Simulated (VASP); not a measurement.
MgS:

```xyz
2
Lattice="0.0000 2.8331 2.8331 2.8331 0.0000 2.8331 2.8331 2.8331 0.0000" Properties=species:S:1:pos:R:3 pbc="T T T"
Mg    0.0000    0.0000    0.0000
S     4.2497    4.2497    4.2497
```

Base run:

| Property | Result |
| --- | --- |
| Program | VASP 6.6.1 |
| Functional | PBEsol |
| Potentials or basis | VASP PAW PBE potentials, release 64 (Mg, S) |
| Cutoff | 600 eV |
| k mesh | 8 × 8 × 8 |
| Occupations | gaussian, width 0.1 eV |
| Spin | no spin polarisation |

Its results: band gap on the k mesh 3.29 eV, direct; pressure -0.5 GPa.

Task: After a change of settings the same cell gave: band gap on the k mesh 2.85 eV; pressure 17.8 GPa. Which change was it?
A. functional from PBEsol to PBE; k mesh from 8 × 8 × 8 to 4 × 4 × 4
B. k mesh from 8 × 8 × 8 to 1 × 1 × 1; dispersion from none to D3(BJ)
C. functional from PBEsol to PBE
D. functional from PBEsol to PBE; cutoff from 600 eV to 520 eV; further incar settings from ALGO = Normal; EDIFF = 1e-06; NBANDS = 11 to ALGO = Normal; EDIFF = 1e-07; NBANDS = 11

Result: B.

Caveats: some runs use coarse meshes; the PAW data sets were made with another functional, which shifts forces and pressure a little; three body term missing (some runs).
